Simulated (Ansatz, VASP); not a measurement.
# SiO2 in VASP and in Ansatz

Contents of INCAR:

```
ALGO = Normal
EDIFF = 1E-6
ENCUT = 520
GGA = PS
ISIF = 2
ISMEAR = -1
LASPH = True
LCHARG = False
LREAL = False
LWAVE = False
NBANDS = 25
NELM = 100
PREC = Accurate
SIGMA = 0.05
```

KPOINTS

```
k-points
0
Gamma
  8 8 11
```

File POSCAR:

```
SiO2
1.0
    3.9963460058      0.0000000000      0.0000000000
    0.0000000000      3.9963460058      0.0000000000
    0.0000000000      0.0000000000      2.5968086774
Si O
2 4
Direct
    0.0000000000      0.0000000000      0.0000000000
    0.5000000000      0.5000000000      0.5000000000
    0.3023330082      0.3023330082      0.0000000000
    0.6976669918      0.6976669918      0.0000000000
    0.8023330082      0.1976669918      0.5000000000
    0.1976669918      0.8023330082      0.5000000000
```

Input for Ansatz:

```yaml
crystal:
  lattice:
    - [3.9963460058, 0.0, 0.0]
    - [0.0, 3.9963460058, 0.0]
    - [0.0, 0.0, 2.5968086774]
  atoms:
    - { symbol: Si, position: [0.0, 0.0, 0.0] }
    - { symbol: Si, position: [0.5, 0.5, 0.5] }
    - { symbol: O, position: [0.3023330082, 0.3023330082, 0.0] }
    - { symbol: O, position: [0.6976669918, 0.6976669918, 0.0] }
    - { symbol: O, position: [0.8023330082, 0.1976669918, 0.5] }
    - { symbol: O, position: [0.1976669918, 0.8023330082, 0.5] }
kpoints:
  mp_grid: { grid: [8, 8, 11] }
scf:
  occupations: { method: fermi_dirac, width: 0.05 }
hamiltonian:
  xc: pbesol
  pseudopotentials: { kind: all_electron, lapw: { basis_error: 0.001 } }
output:
  forces: true
  stress: true
  eigenvalues: true
  populations: true
```

Change from the starting cell: volume scaled by 0.88, LAPW.

Alike in both runs: task single point; functional PBEsol; k mesh 8 × 8 × 11; occupations fermi-dirac, width 0.05 eV; no spin polarisation.

|  | VASP | Ansatz |
| --- | --- | --- |
| version | VASP 6.6.1 | Ansatz 0.2.0 |
| potentials or method | VASP PAW PBE potentials, release 64 (Si, O), cutoff 520 eV | all-electron LAPW, scalar-relativistic |

|  | VASP | Ansatz | Ansatz less VASP |
| --- | --- | --- | --- |
| gap on the k mesh at the Fermi level (eV) | 6.67 | 6.69 | +0.016 |
| pressure (GPa) | 51.0 | 49.5 | -1.44 |
| traceless stress, the component that is largest in VASP (GPa) | 0.58 | 0.03 | -0.556 |
| rms of the force components (eV/Å) | 0.011 | 0.004 | -0.0072 |

VASP's potentials were made for PBE, not for PBEsol. Atom by atom the forces differ by 0.014 eV/Å (rms over components). Both programs put the cell under a high pressure, so it lies far from rest at this level. Ansatz ran all-electron here, and VASP with PAW potentials.
